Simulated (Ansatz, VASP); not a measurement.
## Two plane-wave programs on ScIr2

The input INCAR:

```
  ALGO = Normal
  EDIFF = 1E-6
  ENCUT = 520
  ISIF = 2
  ISMEAR = 0
  LASPH = True
  LCHARG = False
  LREAL = False
  LWAVE = False
  NBANDS = 38
  NELM = 60
  PREC = Accurate
  SIGMA = 0.1
```

The input KPOINTS:

```
k-points
0
Gamma
  6 6 6
```

File POSCAR:

```
ScIr2
1.0
    0.0000000000      3.6074876009      3.6074876009
    3.6074876009      0.0000000000      3.6074876009
    3.6074876009      3.6074876009      0.0000000000
Sc Ir
2 4
Direct
    0.0000000000      0.0000000000      0.0000000000
    0.2500000000      0.2500000000      0.2500000000
    0.6250000000      0.6250000000      0.6250000000
    0.1250000000      0.6250000000      0.6250000000
    0.6250000000      0.6250000000      0.1250000000
    0.6250000000      0.1250000000      0.6250000000
```

Input for Ansatz:

```yaml
crystal:
  lattice:
    - [0.0, 3.6074876009068917, 3.6074876009068917]
    - [3.6074876009068917, 0.0, 3.6074876009068917]
    - [3.6074876009068917, 3.6074876009068917, 0.0]
  atoms:
    - { symbol: Sc, position: [0.0, 0.0, 0.0] }
    - { symbol: Sc, position: [0.25, 0.25, 0.25] }
    - { symbol: Ir, position: [0.625, 0.625, 0.625] }
    - { symbol: Ir, position: [0.125, 0.625, 0.625] }
    - { symbol: Ir, position: [0.625, 0.625, 0.125] }
    - { symbol: Ir, position: [0.625, 0.125, 0.625] }
basis:
  ecutwfc: 510.0
kpoints:
  mp_grid:
    grid: [6, 6, 6]
hamiltonian:
  xc: lda
scf:
  max_iter: 80
  convergence:
    dr2_threshold: 1.0e-09
  occupations:
    method: gaussian
    width: 0.1
output:
  stress: true
```

Alike in both runs: task single point; functional LDA; k mesh 6 × 6 × 6; occupations gaussian, width 0.1 eV; no spin polarisation.

```csv
,VASP,Ansatz
version,VASP 6.6.1,Ansatz 0.2.0
potentials or method,"VASP PAW LDA potentials, release 64 (Sc_sv, Ir), cutoff 520 eV","plane waves, PAW"
valence electrons in the cell,58,90
```

|  | VASP | Ansatz | Ansatz less VASP |
| --- | --- | --- | --- |
| pressure (GPa) | 8.3 | 6.7 | -1.60 |

LDA's correlation is that of Perdew and Zunger in VASP and of Perdew and Wang (1992) in Ansatz. VASP's potentials hold 58 valence electrons a cell and Ansatz's 90, so a difference there can come from the potentials and not from the codes. Ansatz's warnings: stress scf threshold loose.

Neither program's run includes spin-orbit coupling.
